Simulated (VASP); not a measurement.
# Mo in VASP: single point with r2SCAN

Aim: the single point of Mo with r2SCAN.

Everything below comes from runs of VASP 6.6.1. Logs are shortened: lines on timing, memory, paths and dates and some standing lists are left out, and cuts for length are marked.

## (1) The cell of the first run

The cell holds a single atom in a box, 1 atom: a = 14.000 Å, b = 14.400 Å, c = 14.800 Å, α = 90.00°, β = 90.00°, γ = 90.00°.

## (2) Single point, r2SCAN, collinear spin

POSCAR reads:

```
Mo
1.0
   14.0000000000      0.0000000000      0.0000000000
    0.0000000000     14.4000000000      0.0000000000
    0.0000000000      0.0000000000     14.8000000000
Mo
1
Direct
    0.5000000000      0.5000000000      0.5000000000
```

INCAR.step1 reads:

```
ALGO = Normal ; EDIFF = 1E-4
ENCUT = 520 ; GGA = PE
ISMEAR = -1 ; ISPIN = 2
ISYM = 0 ; LASPH = True
LCHARG = False ; LMAXMIX = 4
LREAL = False ; LWAVE = True
MAGMOM = 6 ; NBANDS = 17
NELM = 150 ; PREC = Accurate
SIGMA = 0.01
```

INCAR.step2 reads:

```
ALGO = Normal ; EDIFF = 1E-6
ENCUT = 520 ; ISIF = 2
ISMEAR = -1 ; ISPIN = 2
ISTART = 1 ; ISYM = 0
LASPH = True ; LCHARG = True
LELF = True ; LMAXMIX = 4
LMIXTAU = True ; LORBIT = 11
LREAL = False ; LVHAR = True
LWAVE = False ; MAGMOM = 6
METAGGA = R2SCAN ; NBANDS = 17
NELM = 150 ; PREC = Accurate
SIGMA = 0.01
```

KPOINTS reads:

```
k-points
0
Gamma
  1 1 1
```

Potentials or basis: VASP PAW PBE potentials, release 64 (Mo_sv).

The run is started by

```
$ cat potpaw_PBE.64/Mo_sv/POTCAR > POTCAR
$ cp INCAR.step1 INCAR
$ mpirun -np 1 vasp_gam > vasp.out
$ cp INCAR.step2 INCAR
$ mpirun -np 1 vasp_gam > vasp.out
```

OUTCAR:

```text
EDIFF = 1E-6
   ENCUT = 520
   ISIF = 2
   ISMEAR = -1
   ISPIN = 2
   ISTART = 1
   ISYM = 0
   LASPH = True
   LORBIT = 11
   LREAL = False
   METAGGA = R2SCAN
   NELM = 150
   PREC = Accurate

 ion  position               nearest neighbor table
   1  0.500  0.500  0.500-

IMPORTANT INFORMATION: All symmetrisations will be switched off!
NOSYMM: (Re-)initialisation of all symmetry stuff for point group C_1.

----------------------------------------------------------------------------------------

                                     Primitive cell

  volume of cell :    2983.6800

  direct lattice vectors                    reciprocal lattice vectors
    14.000000000  0.000000000  0.000000000     0.071428571  0.000000000  0.000000000
     0.000000000 14.400000000  0.000000000     0.000000000  0.069444444  0.000000000
     0.000000000  0.000000000 14.800000000     0.000000000  0.000000000  0.067567568

  length of vectors
    14.000000000 14.400000000 14.800000000     0.071428571  0.069444444  0.067567568

  position of ions in fractional coordinates (direct lattice)
     0.500000000  0.500000000  0.500000000

  ion indices of the primitive-cell ions
   primitive index   ion index
                 1           1

----------------------------------------------------------------------------------------

 KPOINTS: k-points

Automatic generation of k-mesh.
 Grid dimensions read from file:
 generate k-points for:    1    1    1

 Generating k-lattice:

  Cartesian coordinates                     Fractional coordinates (reciprocal lattice)
     0.071428571  0.000000000  0.000000000     1.000000000  0.000000000  0.000000000
     0.000000000  0.069444444  0.000000000     0.000000000  1.000000000  0.000000000
     0.000000000  0.000000000  0.067567568     0.000000000  0.000000000  1.000000000

  Length of vectors
     0.071428571  0.069444444  0.067567568

  Shift w.r.t. Gamma in fractional coordinates (k-lattice)
     0.000000000  0.000000000  0.000000000

 Subroutine IBZKPT returns following result:
 ===========================================

 Found      1 irreducible k-points:

 Following reciprocal coordinates:
            Coordinates               Weight
  0.000000  0.000000  0.000000      1.000000
   k-points           NKPTS =      1   k-points in BZ     NKDIM =      1   number of bands    NBANDS=     17
   number of dos      NEDOS =    301   number of ions     NIONS =      1
   total plane-waves  NPLWV = ******
   dimension x,y,z NGX =   108 NGY =  108 NGZ =  112
   dimension x,y,z NGXF=   216 NGYF=  216 NGZF=  224
   ions per type =               1
   NGX,Y,Z   is equivalent  to a cutoff of  12.82, 12.47, 12.58 a.u.
   NGXF,Y,Z  is equivalent  to a cutoff of  25.65, 24.94, 25.16 a.u.
 SYSTEM =  unknown system
   PREC   = accura    normal or accurate (medium, high low for compatibility)
   ISTART =      1    job   : 0-new  1-cont  2-samecut
   ICHARG =      0    charge: 1-file 2-atom 10-const
   ISPIN  =      2    spin polarized calculation?
   LNONCOLLINEAR =      F non collinear calculations
   LSORBIT =      F    spin-orbit coupling
   LASPH  =      T    aspherical Exc in radial PAW
   ENCUT  =  520.0 eV  38.22 Ry    6.18 a.u.  26.03 26.77 27.52*2*pi/ulx,y,z
   NELM   =    150;   NELMIN=  2; NELMDL=  0     # of ELM steps
   EDIFF  = 0.1E-05   stopping-criterion for ELM
   LREAL  =      F    real-space projection
   EDIFFG = 0.1E-04   stopping-criterion for IOM
   NSW    =      0    number of steps for IOM
   IBRION =     -1    ionic relax: 0-MD 1-quasi-New 2-CG
   NFREE  =      0    steps in history (QN), initial steepest desc. (CG)
   ISIF   =      2    stress and relaxation
   ISYM   =      0    0-nonsym 1-usesym 2-fastsym
   POTIM  = 0.5000    time-step for ionic-motion
   TEBEG  =    0.0;   TEEND  =   0.0 temperature during run
   PSTRESS=    0.0 pullay stress
   NELECT =      14.0000    total number of electrons
   NUPDOWN=      -1.0000    fix difference up-down
   EMIN   =  10.00;   EMAX   =-10.00  energy-range for DOS
   EFERMI =   0.00;   METHOD = LEGACY
   ISMEAR =    -1;   SIGMA  =   0.01  broadening in eV -4-tet -1-fermi 0-gaus
   EFERMI_NEDOS =   21; number of points for ismear=-14 and -15
   IALGO  =     38    algorithm
   IMIX   =      4    mixing-type and parameters
     AMIX     =   0.40;   BMIX     =  1.00
     AMIX_MAG =   1.60;   BMIX_MAG =  1.00
  volume/ion in A,a.u.               =    2983.68     20134.87
  Fermi-wavevector in a.u.,A,eV,Ry     =   0.274073  0.517923  1.022018  0.075116
  Thomas-Fermi vector in A             =   1.116316
   LORBIT       =     11    0 simple, 1 ext, 2 COOP (PROOUT), +10 PAW based schemes
   METAGGA = R2SCAN    functional components
   LHFCALC =     F    Hartree Fock is set to
   AEXX    =    0.0000 exact exchange contribution
   IVDW    =     0    specifies the selected vdW correction
   LEPSILON=     F    determine dielectric tensor
   LRPA    =     F    only Hartree local field effects (RPA)
 spin polarized calculation
  energy-cutoff  :      520.00
  volume of cell :     2983.68
 maximum number of plane-waves:     40220
 NGX is ok and might be reduce to   108
   NGX = 53   NGY = 53   NGZ = 55

 number of electron      14.0000003 magnetization       6.0000001

 Free energy of the ion-electron system (eV)
  ---------------------------------------------------
  ext. energy  EPLUGINS =         0.00000000
  ---------------------------------------------------
  free energy    TOTEN  =       -20.46633209 eV

  energy without entropy =      -20.46633209  energy(sigma->0) =      -20.46633209

 E-fermi :  -4.3921     XC(G=0):  -0.2692

 val. band max:       -4.7091997576   @ k =   0.0000   0.0000   0.0000
 cond. band min:      -1.0217480954   @ k =   0.0000   0.0000   0.0000
 fundamental gap:      3.6874516622
 Fermi energy:        -4.3920689605

 spin component 1

 k-point     1 :       0.0000    0.0000    0.0000
  band No.  band energies     occupation
      1     -66.6908      1.00000
      2     -40.3426      1.00000
      3     -40.3426      1.00000
      4     -40.3426      1.00000
      5      -4.7972      1.00000
      6      -4.7093      1.00000
[... 9 lines left out ...]
     16       0.7320      0.00000
     17       0.8214      0.00000
 Fermi energy:        -4.3920689605

 spin component 2

 k-point     1 :       0.0000    0.0000    0.0000
  band No.  band energies     occupation
      1     -63.3491      1.00000
      2     -36.5251      1.00000
      3     -36.5250      1.00000
      4     -36.5250      1.00000
      5      -0.6633      0.00000
      6       0.2092      0.00000
[... 9 lines left out ...]
     16       0.7887      0.00000
     17       1.1050      0.00000

------------------------ aborting loop because EDIFF is reached ----------------------------------------

  FORCE on cell =-STRESS in cart. coord.  units (eV):
  Direction    XX          YY          ZZ          XY          YZ          ZX
  --------------------------------------------------------------------------------------
  -------------------------------------------------------------------------------------
  Total        0.0070991      0.0062028      0.0068560     -0.0000021     -0.0000016      0.0000004
  in kB        0.0038121      0.0033308      0.0036815     -0.0000011     -0.0000009      0.0000002
  external PRESSURE =       0.0036081 kB  Pullay stress =       0.0000000 kB

 VOLUME and BASIS-vectors are now :
 -----------------------------------------------------------------------------
  energy-cutoff  :      520.00
  volume of cell :     2983.68
      direct lattice vectors                 reciprocal lattice vectors
    14.000000000  0.000000000  0.000000000     0.071428571  0.000000000  0.000000000
     0.000000000 14.400000000  0.000000000     0.000000000  0.069444444  0.000000000
     0.000000000  0.000000000 14.800000000     0.000000000  0.000000000  0.067567568

 POSITION                                       TOTAL-FORCE (eV/Angst)
 -----------------------------------------------------------------------------------
      7.00000      7.20000      7.40000         0.000005      0.000000      0.000006
 -----------------------------------------------------------------------------------
    total drift:                                0.000005      0.000000      0.000006

  FREE ENERGIE OF THE ION-ELECTRON SYSTEM (eV)
  ---------------------------------------------------
  free  energy   TOTEN  =       -20.4663320856 eV

  energy  without entropy=      -20.4663320856  energy(sigma->0) =      -20.46633209

 total charge

# of ion       s       p       d       tot
------------------------------------------
    1        2.277   5.946   4.026  12.250

 magnetization (x)

# of ion       s       p       d       tot
------------------------------------------
    1        0.282   0.005   4.026   4.314
```

OUTCAR.step1:

```text
EDIFF = 1E-4
   ENCUT = 520
   GGA = PE
   ISMEAR = -1
   ISPIN = 2
   ISYM = 0
[... 197 lines left out ...]

 POSITION                                       TOTAL-FORCE (eV/Angst)
 -----------------------------------------------------------------------------------
      7.00000      7.20000      7.40000        -0.000001     -0.000000      0.000001
 -----------------------------------------------------------------------------------
    total drift:                               -0.000001     -0.000000      0.000001

  FREE ENERGIE OF THE ION-ELECTRON SYSTEM (eV)
  ---------------------------------------------------
  free  energy   TOTEN  =        -4.6483952194 eV

  energy  without entropy=       -4.6483952194  energy(sigma->0) =       -4.64839522
```

OSZICAR.step1:

```text
N       E                     dE             d eps       ncg     rms          rms(c)
DAV:   1     0.160329842712E+03    0.16033E+03   -0.43860E+03   100   0.412E+02
DAV:   2     0.202962849846E+02   -0.14003E+03   -0.13623E+03   103   0.130E+02
[... 13 lines left out ...]
DAV:  16    -0.464555095270E+01   -0.26990E-02   -0.10389E-04    68   0.426E-02    0.407E-03
DAV:  17    -0.464777020314E+01   -0.22193E-02   -0.57685E-05    68   0.330E-02    0.182E-03
DAV:  18    -0.464797026319E+01   -0.20006E-03   -0.25291E-06    68   0.670E-03    0.129E-03
DAV:  19    -0.464818591990E+01   -0.21566E-03   -0.33081E-06    60   0.655E-03    0.137E-03
DAV:  20    -0.464830335276E+01   -0.11743E-03   -0.11765E-06    62   0.346E-03    0.470E-04
DAV:  21    -0.464839521944E+01   -0.91867E-04   -0.65715E-07    68   0.247E-03
   1 F= -.46483952E+01 E0= -.46483952E+01  d E =0.000000E+00  mag=     6.0000
```

Wall time 18 min (1 thread of Intel Xeon Platinum 8559C (Emerald Rapids), shared host); peak memory 3.6 GiB.

Results:

| Quantity | Value |
| --- | --- |
| Free energy | -20.4663 eV |
| Pressure | 0.0 GPa |
| Band gap on the k mesh | 3.69 eV |
| Net moment | 6.00 μB per cell |
| Site moments | Mo +4.31 μB |
| Valence electrons inside the program's atomic spheres | Mo 12.25 |

Caveat: the PAW data sets were made with another functional, which shifts forces and pressure a little.
